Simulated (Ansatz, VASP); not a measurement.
**Two plane-wave programs on ZrPdSe4**

```
Zr Pd Se
1.0
    -3.09286    3.09286    3.17195
     3.09286   -3.09286    3.17195
     3.09286    3.09286   -3.17195
Zr Pd Se
1 1 4
Direct
  0.00000 0.00000 0.00000
  0.50000 0.50000 0.00000
  0.91666 0.41666 0.83331
  0.58334 0.08334 0.16669
  0.08334 0.91666 0.50000
  0.41666 0.58334 0.50000
```

Change from the starting cell: species swapped into the MnFeSn4 type (I422, No. 97).

Alike in both runs: functional PBE; k mesh 10 × 10 × 10; occupations gaussian, width 0.1 eV; no spin polarisation.

Ansatz relaxed the structure, and its values are those at the end. VASP's run is a single point on that final structure, the one shown.

|  | VASP | Ansatz |
| --- | --- | --- |
| version | VASP 6.6.1 | Ansatz 0.2.0 |
| potentials or method | VASP PAW PBE potentials, release 64 (Zr_sv, Pd, Se), cutoff 520 eV | scalar-relativistic, plane waves, PAW |
| valence electrons in the cell | 46 | 94 |

VASP gave:

```
gap on the k mesh at the Fermi level (eV) : none
pressure (GPa)                            : 0.1
```

Q: What did Ansatz give for the same quantities?

A: gap on the k mesh at the Fermi level (eV): none; pressure (GPa): 0.0.

A gap of «none» marks a metal or a gap that the smearing closes. The functional is the same, so the differences come from potentials, cutoffs and numerics. VASP's potentials hold 46 valence electrons a cell and Ansatz's 94, so a difference there can come from the potentials and not from the codes.
